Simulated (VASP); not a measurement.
Set up this calculation in VASP 6.6.1, as the native input.

- Task: single point
- Functional: PBE
- Potentials or basis: VASP PAW PBE potentials, release 64 (Cu)
- Cutoff: 520 eV
- k mesh: 19 × 19 × 19
- Occupations: fermi-dirac, width 0.08 eV
- Spin: no spin polarisation
- Dipole correction: no
- Further INCAR settings: ALGO = Normal; EDIFF = 1e-06; NBANDS = 12

The structure of Cu lies in POSCAR:

```
Cu
1.0
    0.0000000000      1.8075000000      1.8617250000
    1.8075000000      0.0000000000      1.8617250000
    1.8075000000      1.8075000000      0.0000000000
Cu
1
Direct
    0.0000000000      0.0000000000      0.0000000000
```

This cell differs from its parent crystal: zz strain of +3 %.

One way to write it, as run:

INCAR

```
SYSTEM = Cu
ALGO     = Normal         ! electronic algorithm
EDIFF    = 1E-6           ! SCF threshold, eV
ENCUT    = 520            ! plane-wave cutoff, eV
GGA      = PE             ! functional
ISIF     = 2              ! what is computed and relaxed
ISMEAR   = -1             ! smearing method
LASPH    = .TRUE.         ! aspherical terms in the spheres
LCHARG   = .FALSE.        ! write CHGCAR
LREAL    = .FALSE.        ! projectors in reciprocal space
LWAVE    = .FALSE.        ! write WAVECAR
NBANDS   = 12             ! bands
NELM     = 80             ! most SCF steps
PREC     = Accurate       ! precision mode
SIGMA    = 0.08           ! smearing width, eV
```

KPOINTS

```
k-points
0
G
  19 19 19
  0 0 0
```

Potentials or basis: VASP PAW PBE potentials, release 64 (Cu).

Run with:

```bash
$ cat potpaw_PBE.64/Cu/POTCAR > POTCAR
$ mpirun -np 1 vasp_std > vasp.out
```

Results of the run:

```yaml
Pressure: -1.8 GPa
```

Caveat: the cell differs from its parent crystal (zz strain of +3 %).

Wall time 32 s on 1 thread of Intel(R) Xeon(R) 6975P-C (Granite Rapids), on a shared host, peak memory 0.18 GiB.
